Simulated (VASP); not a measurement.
A run of VASP 6.6.1:

File INCAR:

```
SYSTEM = Pt
PREC     = Accurate       ! precision mode
ENCUT    = 520            ! plane-wave cutoff, eV
EDIFF    = 1E-6           ! SCF threshold, eV
ISMEAR   = -1             ! smearing method
SIGMA    = 0.08           ! smearing width, eV
LREAL    = .FALSE.        ! projectors in reciprocal space
LASPH    = .TRUE.         ! aspherical terms in the spheres
NELM     = 60             ! most SCF steps
ALGO     = Normal         ! electronic algorithm
ISIF     = 2              ! what is computed and relaxed
LWAVE    = .FALSE.        ! write WAVECAR
LCHARG   = .FALSE.        ! write CHGCAR
GGA      = PE             ! functional
NBANDS   = 11             ! bands
```

Contents of KPOINTS:

```
regular mesh
0
G
  16 16 15
  0 0 0
```

File POSCAR:

```
Pt
1.0
    2.4729594705      0.0000000000      0.0000000000
   -1.2364797353      2.1416457240      0.0000000000
    0.0000000000      0.0000000000      2.4160744056
Pt
1
Direct
    0.0000000000      0.0000000000      0.0000000000
```

Potentials or basis: VASP PAW PBE potentials, release 64 (Pt).

The run is started by

```console
$ cat potpaw_PBE.64/Pt/POTCAR > POTCAR
$ mpirun -np 1 vasp_std > vasp.out
```

Hardware: 1 thread of Intel Xeon 8259CL, with other jobs on the host.

How long does it take, and how much memory?

Run time: 39 s on 1 thread of Intel Xeon 8259CL, with other jobs on the host, peak memory 0.15 GiB. Counts: scf iterations 11, k points 240.
